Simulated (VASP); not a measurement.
# SiO2 (P4_2/mnm) in VASP: notebook

The runs below take SiO2 through single point, with PBE.

All numbers are computed with VASP 6.6.1; they aren't measurements. Logs are shortened: lines on timing, memory, paths and dates and some standing lists are left out, and cuts for length are marked.

## (1) The cell of the first run

It takes space group P4_2/mnm (No. 136, tetragonal). Conventional cell: a = 4.095 Å, b = 4.095 Å, c = 2.613 Å, α = 90.00°, β = 90.00°, γ = 90.00°. Si (site symmetry mmm) has 6 O at 1.72 to 1.78 Å within 2.3 Å. Within 2.3 Å of O (site symmetry m2m) lie 3 Si at 1.72 to 1.78 Å and 1 O at 2.24 Å.

## (2) Single point, PBE (7.30 Å³/atom)

INCAR

```
SYSTEM = SiO2
ALGO = Normal
EDIFF = 1E-7
ENCUT = 520
GGA = PE
ISIF = 2
ISMEAR = -1
LASPH = .TRUE.
LCHARG = .TRUE.
LELF = .TRUE.
LREAL = .FALSE.
LVHAR = .TRUE.
LWAVE = .FALSE.
NBANDS = 25
NELM = 80
PREC = Accurate
SIGMA = 0.03
```

KPOINTS

```
k-points
0
G
  6 6 9
  0 0 0
```

POSCAR

```
SiO2
1.0
    4.0947678930      0.0000000000      0.0000000000
    0.0000000000      4.0947678930      0.0000000000
    0.0000000000      0.0000000000      2.6133398208
Si O
2 4
Direct
    0.0000000000      0.0000000000      0.0000000000
    0.5000000000      0.5000000000      0.5000000000
    0.3067000000      0.3067000000      0.0000000000
    0.1933000000      0.8067000000      0.5000000000
    0.6933000000      0.6933000000      0.0000000000
    0.8067000000      0.1933000000      0.5000000000
```

Potentials or basis: VASP PAW PBE potentials, release 64 (Si, O).

On the command line:

```bash
$ cat potpaw_PBE.64/Si/POTCAR potpaw_PBE.64/O/POTCAR > POTCAR
$ mpirun -np 1 vasp_std > vasp.out
```

OUTCAR:

```text
SYSTEM = SiO2
   EDIFF = 1E-7
   ENCUT = 520
   GGA = PE
   ISIF = 2
   ISMEAR = -1
   LASPH = .TRUE.
   LREAL = .FALSE.
   NELM = 80
   PREC = Accurate

 ion  position               nearest neighbor table
   1  0.000  0.000  0.000-   4 1.72   6 1.72   4 1.72   6 1.72   5 1.78   3 1.78
   2  0.500  0.500  0.500-   3 1.72   5 1.72   3 1.72   5 1.72   4 1.78   6 1.78
   3  0.307  0.307  0.000-   2 1.72   2 1.72   1 1.78
   4  0.193  0.807  0.500-   1 1.72   1 1.72   2 1.78
   5  0.693  0.693  0.000-   2 1.72   2 1.72   1 1.78
   6  0.807  0.193  0.500-   1 1.72   1 1.72   2 1.78

  LATTYP: Found a simple tetragonal cell.
 ALAT       =     4.0947678930
 C/A-ratio  =     0.6382143968

  Lattice vectors:

 A1 = (   4.0947678930,   0.0000000000,   0.0000000000)
 A2 = (   0.0000000000,   4.0947678930,   0.0000000000)
 A3 = (   0.0000000000,   0.0000000000,   2.6133398208)

Analysis of symmetry for initial positions (statically):
=====================================================================
 Subroutine PRICEL returns:
 Original cell was already a primitive cell.

 Routine SETGRP: Setting up the symmetry group for a
 simple tetragonal supercell.

 Subroutine GETGRP returns: Found 16 space group operations
 (whereof  8 operations were pure point group operations)
 out of a pool of 16 trial point group operations.

The static configuration has the point symmetry D_2h.
 The point group associated with its full space group is D_4h.

Analysis of symmetry for dynamics (positions and initial velocities):
=====================================================================
 Subroutine PRICEL returns:
 Original cell was already a primitive cell.

 Routine SETGRP: Setting up the symmetry group for a
 simple tetragonal supercell.

 Subroutine GETGRP returns: Found 16 space group operations
 (whereof  8 operations were pure point group operations)
 out of a pool of 16 trial point group operations.

The dynamic configuration has the point symmetry D_2h.
 The point group associated with its full space group is D_4h.

 Subroutine INISYM returns: Found 16 space group operations
 (whereof  8 operations are pure point group operations),
 and found     1 'primitive' translations

----------------------------------------------------------------------------------------

                                     Primitive cell

  volume of cell :      43.8182

  direct lattice vectors                    reciprocal lattice vectors
     4.094767893  0.000000000  0.000000000     0.244214086  0.000000000  0.000000000
     0.000000000  4.094767893  0.000000000     0.000000000  0.244214086  0.000000000
     0.000000000  0.000000000  2.613339821     0.000000000  0.000000000  0.382652111

  length of vectors
     4.094767893  4.094767893  2.613339821     0.244214086  0.244214086  0.382652111

  position of ions in fractional coordinates (direct lattice)
     0.000000000  0.000000000  0.000000000
     0.500000000  0.500000000  0.500000000
     0.306700000  0.306700000  0.000000000
     0.193300000  0.806700000  0.500000000
     0.693300000  0.693300000  0.000000000
     0.806700000  0.193300000  0.500000000

  ion indices of the primitive-cell ions
   primitive index   ion index
                 1           1
                 2           2
                 3           3
                 4           4
                 5           5
                 6           6

----------------------------------------------------------------------------------------

 KPOINTS: k-points

Automatic generation of k-mesh.
 Grid dimensions read from file:
 generate k-points for:    6    6    9

 Generating k-lattice:

  Cartesian coordinates                     Fractional coordinates (reciprocal lattice)
     0.040702348  0.000000000  0.000000000     0.166666667  0.000000000  0.000000000
     0.000000000  0.040702348  0.000000000     0.000000000  0.166666667  0.000000000
     0.000000000  0.000000000  0.042516901     0.000000000  0.000000000  0.111111111

  Length of vectors
     0.040702348  0.040702348  0.042516901

  Shift w.r.t. Gamma in fractional coordinates (k-lattice)
     0.000000000  0.000000000  0.000000000

 Subroutine IBZKPT returns following result:
 ===========================================

 Found     50 irreducible k-points:

 Following reciprocal coordinates:
            Coordinates               Weight
  0.000000  0.000000  0.000000      1.000000
  0.166667  0.000000  0.000000      4.000000
  0.333333  0.000000  0.000000      4.000000
  0.500000  0.000000  0.000000      2.000000
  0.166667  0.166667  0.000000      4.000000
  0.333333  0.166667  0.000000      8.000000
[... 16 lines left out ...]
  0.333333  0.000000  0.222222      8.000000
  0.500000  0.000000  0.222222      4.000000
 [... further k-points ...]
   k-points           NKPTS =     50   k-points in BZ     NKDIM =     50   number of bands    NBANDS=     25
   number of dos      NEDOS =    301   number of ions     NIONS =      6
   total plane-waves  NPLWV =  18000
   dimension x,y,z NGX =    30 NGY =   30 NGZ =   20
   dimension x,y,z NGXF=    60 NGYF=   60 NGZF=   40
   ions per type =               2   4
   NGX,Y,Z   is equivalent  to a cutoff of  12.18, 12.18, 12.72 a.u.
   NGXF,Y,Z  is equivalent  to a cutoff of  24.36, 24.36, 25.45 a.u.
 SYSTEM =  SiO2
   PREC   = accura    normal or accurate (medium, high low for compatibility)
   ISTART =      0    job   : 0-new  1-cont  2-samecut
   ICHARG =      2    charge: 1-file 2-atom 10-const
   ISPIN  =      1    spin polarized calculation?
   LNONCOLLINEAR =      F non collinear calculations
   LSORBIT =      F    spin-orbit coupling
   LASPH  =      T    aspherical Exc in radial PAW
   ENCUT  =  520.0 eV  38.22 Ry    6.18 a.u.   7.61  7.61  4.86*2*pi/ulx,y,z
   NELM   =     80;   NELMIN=  2; NELMDL= -5     # of ELM steps
   EDIFF  = 0.1E-06   stopping-criterion for ELM
   LREAL  =      F    real-space projection
   EDIFFG = 0.1E-05   stopping-criterion for IOM
   NSW    =      0    number of steps for IOM
   IBRION =     -1    ionic relax: 0-MD 1-quasi-New 2-CG
   NFREE  =      0    steps in history (QN), initial steepest desc. (CG)
   ISIF   =      2    stress and relaxation
   ISYM   =      2    0-nonsym 1-usesym 2-fastsym
   POTIM  = 0.5000    time-step for ionic-motion
   TEBEG  =    0.0;   TEEND  =   0.0 temperature during run
   PSTRESS=    0.0 pullay stress
   NELECT =      32.0000    total number of electrons
   NUPDOWN=      -1.0000    fix difference up-down
   EMIN   =  10.00;   EMAX   =-10.00  energy-range for DOS
   EFERMI =   0.00;   METHOD = LEGACY
   ISMEAR =    -1;   SIGMA  =   0.03  broadening in eV -4-tet -1-fermi 0-gaus
   EFERMI_NEDOS =   21; number of points for ismear=-14 and -15
   IALGO  =     38    algorithm
   IMIX   =      4    mixing-type and parameters
     AMIX     =   0.40;   BMIX     =  1.00
     AMIX_MAG =   1.60;   BMIX_MAG =  1.00
  volume/ion in A,a.u.               =       7.30        49.28
  Fermi-wavevector in a.u.,A,eV,Ry     =   1.474257  2.785943 29.571379  2.173435
  Thomas-Fermi vector in A             =   2.589051
   LORBIT       =      0    0 simple, 1 ext, 2 COOP (PROOUT), +10 PAW based schemes
   GGA     = PE    functional components
   LHFCALC =     F    Hartree Fock is set to
   AEXX    =    0.0000 exact exchange contribution
   IVDW    =     0    specifies the selected vdW correction
   LEPSILON=     F    determine dielectric tensor
   LRPA    =     F    only Hartree local field effects (RPA)
 non-spin polarized calculation
  energy-cutoff  :      520.00
  volume of cell :       43.82
 maximum number of plane-waves:      1199
   NGX = 15   NGY = 15   NGZ =  9

 number of electron      32.0000005 magnetization

 Free energy of the ion-electron system (eV)
  ---------------------------------------------------
  ext. energy  EPLUGINS =         0.00000000
  ---------------------------------------------------
  free energy    TOTEN  =       -45.85916680 eV

  energy without entropy =      -45.85916680  energy(sigma->0) =      -45.85916680

 E-fermi :   9.6970     XC(G=0): -12.5885

 val. band max:        9.0933450548   @ k =   0.0000   0.0000   0.0000
 cond. band min:      15.8580507402   @ k =   0.0000   0.0000   0.0000
 fundamental gap:      6.7647056854
 Fermi energy:         9.6970301104

 k-point     1 :       0.0000    0.0000    0.0000
  band No.  band energies     occupation
      1     -14.1488      2.00000
      2     -10.1767      2.00000
      3     -10.1767      2.00000
      4      -9.9730      2.00000
      5      -2.1074      2.00000
      6       2.3303      2.00000
[... 17 lines left out ...]
     24      24.2153      0.00000
     25      25.5263      0.00000

 k-point     2 :       0.1667    0.0000    0.0000
  band No.  band energies     occupation
      1     -13.9931      2.00000
      2     -10.9340      2.00000
      3     -10.0962      2.00000
      4      -9.5467      2.00000
      5      -1.9320      2.00000
      6       1.5396      2.00000
[... 17 lines left out ...]
     24      23.5435      0.00000
     25      25.3680      0.00000

 k-point     3 :       0.3333    0.0000    0.0000
  band No.  band energies     occupation
      1     -13.5372      2.00000
      2     -11.9074      2.00000
      3      -9.8799      2.00000
      4      -9.4356      2.00000
      5      -1.4347      2.00000
      6       0.3771      2.00000
[... 17 lines left out ...]
     24      23.7317      0.00000
     25      24.8693      0.00000

 k-point     4 :       0.5000    0.0000    0.0000
  band No.  band energies     occupation
      1     -12.8178      2.00000
      2     -12.8178      2.00000
      3      -9.6101      2.00000
      4      -9.6101      2.00000
      5      -0.6515      2.00000
      6      -0.6515      2.00000
[... 17 lines left out ...]
     24      23.3446      0.00000
     25      24.6280      0.00000

 k-point     5 :       0.1667    0.1667    0.0000
  band No.  band energies     occupation
      1     -13.8413      2.00000
      2     -11.1407      2.00000
      3     -10.2902      2.00000
      4      -9.4294      2.00000
      5      -1.7184      2.00000
      6       1.4794      2.00000
[... 17 lines left out ...]
     24      23.2822      0.00000
     25      25.2162      0.00000

 k-point     6 :       0.3333    0.1667    0.0000
  band No.  band energies     occupation
      1     -13.3986      2.00000
      2     -11.8725      2.00000
      3     -10.1690      2.00000
      4      -9.5207      2.00000
      5      -1.1431      2.00000
      6       0.6544      2.00000
[... 17 lines left out ...]
     24      23.4791      0.00000
     25      24.7836      0.00000
[... 393 lines left out ...]
 k-point    21 :       0.0000    0.0000    0.2222
  band No.  band energies     occupation
      1     -13.4618      2.00000
      2      -9.9544      2.00000
      3      -9.8364      2.00000
      4      -9.8364      2.00000
      5      -1.9108      2.00000
      6       2.0821      2.00000
[... 17 lines left out ...]
     24      23.8990      0.00000
     25      24.1034      0.00000

 k-point    22 :       0.1667    0.0000    0.2222
  band No.  band energies     occupation
      1     -13.3161      2.00000
      2     -10.5827      2.00000
      3      -9.7796      2.00000
      4      -9.4909      2.00000
      5      -1.6396      2.00000
      6       1.5688      2.00000
[... 17 lines left out ...]
     24      23.4884      0.00000
     25      23.7271      0.00000

 k-point    23 :       0.3333    0.0000    0.2222
  band No.  band energies     occupation
      1     -12.8920      2.00000
      2     -11.4173      2.00000
      3      -9.6330      2.00000
      4      -9.3791      2.00000
      5      -0.9575      2.00000
      6       0.7817      2.00000
[... 17 lines left out ...]
     24      22.2378      0.00000
     25      23.5142      0.00000

 k-point    24 :       0.5000    0.0000    0.2222
  band No.  band energies     occupation
      1     -12.2318      2.00000
      2     -12.2318      2.00000
      3      -9.4647      2.00000
      4      -9.4647      2.00000
      5      -0.1117      2.00000
      6      -0.1117      2.00000
[... 17 lines left out ...]
     24      22.1555      0.00000
     25      23.5240      0.00000

 [... further k-points ...]

------------------------ aborting loop because EDIFF is reached ----------------------------------------

  FORCE on cell =-STRESS in cart. coord.  units (eV):
  Direction    XX          YY          ZZ          XY          YZ          ZX
  --------------------------------------------------------------------------------------
  -------------------------------------------------------------------------------------
  Total        9.0302321      9.0302321     10.8492205      0.0000000      0.0000000      0.0000000
  in kB      330.1832453    330.1832453    396.6931082      0.0000000      0.0000000      0.0000000
  external PRESSURE =     352.3531996 kB  Pullay stress =       0.0000000 kB

 VOLUME and BASIS-vectors are now :
 -----------------------------------------------------------------------------
  energy-cutoff  :      520.00
  volume of cell :       43.82
      direct lattice vectors                 reciprocal lattice vectors
     4.094767893  0.000000000  0.000000000     0.244214086  0.000000000  0.000000000
     0.000000000  4.094767893  0.000000000     0.000000000  0.244214086  0.000000000
     0.000000000  0.000000000  2.613339821     0.000000000  0.000000000  0.382652111

 POSITION                                       TOTAL-FORCE (eV/Angst)
 -----------------------------------------------------------------------------------
      0.00000      0.00000      0.00000         0.000000      0.000000     -0.000000
      2.04738      2.04738      1.30667         0.000000      0.000000     -0.000000
      1.25587      1.25587      0.00000        -0.515979     -0.515979      0.000000
      0.79152      3.30325      1.30667         0.515979     -0.515979     -0.000000
      2.83890      2.83890      0.00000         0.515979      0.515979     -0.000000
      3.30325      0.79152      1.30667        -0.515979      0.515979     -0.000000
 -----------------------------------------------------------------------------------
    total drift:                                0.000000     -0.000000      0.000000

  FREE ENERGIE OF THE ION-ELECTRON SYSTEM (eV)
  ---------------------------------------------------
  free  energy   TOTEN  =       -45.8591667982 eV

  energy  without entropy=      -45.8591667982  energy(sigma->0) =      -45.85916680
```

Wall time 64 s (1 thread of Intel Xeon 8259CL, shared host); peak memory 0.17 GiB.

Results:

```
Free energy            : -45.8592 eV
Pressure               : 35.2 GPa
Largest force          : 0.730 eV/Å
Band gap on the k mesh : 6.76 eV
```

Forces on the atoms (eV/Å):
```
Si   0.000  0.000  0.000
Si   0.000  0.000  0.000
O   -0.516 -0.516  0.000
O    0.516 -0.516  0.000
O    0.516  0.516  0.000
O   -0.516  0.516  0.000
```

Stress tensor (GPa, compression positive):
```
33.02  0.00  0.00
 0.00 33.02  0.00
 0.00  0.00 39.67
```

Caveat: the stress differs along the axes, from 33 to 40 GPa.

[end of part 1 of 2]
